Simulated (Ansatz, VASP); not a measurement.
Si in VASP and in Ansatz

```
Si
1.0
     3.83132    0.00000    0.00000
    -1.91566    3.31802    0.00000
     0.00000    0.00000    6.33262
Si
4
Direct
  0.28813 0.57625 0.96826
  0.66667 0.33333 0.56301
  0.33333 0.66667 0.43699
  0.66667 0.33333 0.93699
```

Alike in both runs: task single point; functional LDA; k mesh 12 × 12 × 6; occupations gaussian, width 0.03 eV; no spin polarisation.

|  | VASP | Ansatz |
| --- | --- | --- |
| version | VASP 6.6.1 | Ansatz 0.2.0 |
| potentials or method | VASP PAW LDA potentials, release 64 (Si), cutoff 520 eV | scalar-relativistic, plane waves, PAW |
| valence electrons in the cell | 16 | 16 |

Ansatz gave:

```
gap on the k mesh at the Fermi level (eV)                     : none
pressure (GPa)                                                : 3.6
traceless stress, the component that is largest in VASP (GPa) : 14.68
rms of the force components (eV/Å)                            : 1.896
```

**Question.** What did VASP give for the same quantities?

**Answer.** gap on the k mesh at the Fermi level (eV): none; pressure (GPa): 3.7; traceless stress, the component that is largest in VASP (GPa): 14.67; rms of the force components (eV/Å): 1.897.

LDA's correlation is that of Perdew and Zunger in VASP and of Perdew and Wang (1992) in Ansatz. Atom by atom the forces differ by 0.003 eV/Å (rms over components). A gap of «none» marks a metal or a gap that the smearing closes.
